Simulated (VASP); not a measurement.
Ag: relaxation of cell and atoms with PBEsol

Ag:

```
CELL_PARAMETERS angstrom
0.00000 2.04027 2.04027
2.04027 0.00000 2.04027
2.04027 2.04027 0.00000
ATOMIC_POSITIONS crystal
Ag 0.00000 0.00000 0.00000
```

```yaml
Program: VASP 6.6.1
Task: relaxation of cell and atoms
Functional: PBEsol
Potentials_or_basis: VASP PAW PBE potentials, release 64 (Ag)
Cutoff: 600 eV
k_mesh: 18 × 18 × 18
Occupations: gaussian, width 0.1 eV
Spin: no spin polarisation
Target_pressure: -2 GPa
Dipole_correction: no
Further_INCAR_settings: ALGO = Fast; EDIFF = 1e-06; IBRION = 2; EDIFFG = -0.008; NSW = 70; ISIF = 3
```

```yaml
Relaxed_volume: 16.91 Å³/atom
Relaxed_cell: a = 2.881 Å, b = 2.881 Å, c = 2.881 Å, α = 60.00°, β = 60.00°, γ = 60.00°
Space_group_after_relaxing_to_0.05_Å: Fm-3m (No. 225)
Energy_change_on_relaxing_the_enthalpy_is_what_falls: -1.0 meV/atom
Ionic_steps: 2
Pressure_after_relaxing: -1.9 GPa
```

The path:
```tsv
step	energy change (eV)	largest force (eV/Å)	pressure (GPa)	volume (Å³)
1	0.0000	0.0000	-2.28	16.99
2	-0.0010	0.0000	-1.93	16.91
```

Final structure:
```
CELL_PARAMETERS angstrom
0.00000 2.03734 2.03734
2.03734 0.00000 2.03734
2.03734 2.03734 0.00000
ATOMIC_POSITIONS crystal
Ag 0.00000 0.00000 0.00000
```

Levels at points of the mesh, in eV from the Fermi level:
| k point | band 4 | band 5 | band 6 | band 7 | band 8 | band 9 |
| --- | --- | --- | --- | --- | --- | --- |
| (0.00, 0.00, 0.00) | -4.75 | -3.68 | -3.68 | 16.06 | 19.68 | 19.68 |
| (0.50, 0.00, 0.00) | -2.87 | -2.87 | -0.43 | 3.68 | 15.29 | 17.95 |
| (0.50, 0.50, 0.00) | -2.66 | -2.66 | 1.59 | 6.83 | 10.70 | 10.70 |

Run time: 13 s on 1 thread of Intel(R) Xeon(R) 6975P-C (Granite Rapids) (shared host), peak memory 0.17 GiB.

Caveat: the cell is relaxed towards a set pressure, so the enthalpy falls and the energy may rise; the PAW data sets were made with another functional, which shifts forces and pressure a little.
